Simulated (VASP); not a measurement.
Input of a VASP 6.6.1 run:

Contents of INCAR:

```
SYSTEM = Si3N4
ALGO     = Normal         ! electronic algorithm
EDIFF    = 1E-6           ! SCF threshold, eV
ENCUT    = 520            ! plane-wave cutoff, eV
GGA      = PE             ! functional
ISIF     = 2              ! what is computed and relaxed
ISMEAR   = -1             ! smearing method
LASPH    = .True.         ! aspherical terms in the spheres
LCHARG   = .False.        ! write CHGCAR
LREAL    = .False.        ! projectors in reciprocal space
LWAVE    = .False.        ! write WAVECAR
NBANDS   = 45             ! bands
NELM     = 80             ! most SCF steps
PREC     = Accurate       ! precision mode
SIGMA    = 0.02           ! smearing width, eV
```

File KPOINTS:

```
k-points
0
Gamma
  4 4 10
  0 0 0
```

Contents of POSCAR:

```
Si3N4
1.0
    7.6452994791      0.0000000000      0.0000000000
   -3.8226497395      6.6210235684      0.0000000000
    0.0000000000      0.0000000000      2.9215210900
Si N
6 8
Direct
    0.7679950627      0.1741715582      0.3256323271
    0.5938235045      0.7679950627      0.8256323271
    0.8258284418      0.5938235045      0.3256323271
    0.2320049373      0.8258284418      0.8256323271
    0.4061764955      0.2320049373      0.3256323271
    0.1741715582      0.4061764955      0.8256323271
    0.0300648567      0.3298733593      0.3256443402
    0.7001914974      0.0300648567      0.8256443402
    0.6701266407      0.7001914974      0.3256443402
    0.9699351433      0.6701266407      0.8256443402
    0.2998085026      0.9699351433      0.3256443402
    0.3298733593      0.2998085026      0.8256443402
    0.3333333333      0.6666666667     -0.1744300020
    0.6666666667      0.3333333333      0.3255699980
```

Potentials or basis: VASP PAW PBE potentials, release 64 (Si, N).

Run with:

```console
$ cat potpaw_PBE.64/Si/POTCAR potpaw_PBE.64/N/POTCAR > POTCAR
$ mpirun -np 1 vasp_std > vasp.out
```

Estimate the pressure.

1.2 GPa.

Estimate the largest force.

0.023 eV/Å.

Forces in eV/Å, atoms in the order of the input:
```
Si   0.015  0.017  0.001
Si  -0.007  0.022  0.001
Si  -0.022  0.005  0.001
Si  -0.015 -0.017  0.001
Si   0.007 -0.022  0.001
Si   0.022 -0.005  0.001
N    0.004 -0.009 -0.001
N    0.009 -0.001 -0.001
N    0.006  0.008 -0.001
N   -0.004  0.009 -0.001
N   -0.009  0.001 -0.001
N   -0.006 -0.008 -0.001
N    0.000  0.000  0.001
N    0.000  0.000  0.001
```
